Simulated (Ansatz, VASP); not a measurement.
## P in VASP and in Ansatz

```
P
1.0
    -1.69151    2.51517    1.83106
     1.69151   -2.51517    1.83106
     1.69151    2.51517   -1.83106
P
2
Direct
  0.80331 0.05331 0.75000
  0.19669 0.94669 0.25000
```

Change from the starting cell: strain -0.0150 x Voigt [0, 0, 1, 0, 0, 0], atoms carried along.

Alike in both runs: task single point; functional PBEsol; dispersion D3(BJ); k mesh 18 × 18 × 18; occupations gaussian, width 0.15 eV; no spin polarisation.

|  | VASP | Ansatz |
| --- | --- | --- |
| version | VASP 6.6.1 | Ansatz 0.2.0 |
| potentials or method | VASP PAW PBE potentials, release 64 (P), cutoff 520 eV | scalar-relativistic, plane waves, PAW |
| valence electrons in the cell | 10 | 10 |

Ansatz gave:

```
gap on the k mesh at the Fermi level (eV)                     : none
pressure (GPa)                                                : -3.2
traceless stress, the component that is largest in VASP (GPa) : -2.67
rms of the force components (eV/Å)                            : 0.352
```

Q: What did VASP give for the same quantities?

A: gap on the k mesh at the Fermi level (eV): none; pressure (GPa): -3.2; traceless stress, the component that is largest in VASP (GPa): -2.55; rms of the force components (eV/Å): 0.332.

VASP's potentials were made for PBE, not for PBEsol. Atom by atom the forces differ by 0.021 eV/Å (rms over components). A gap of «none» marks a metal or a gap that the smearing closes.
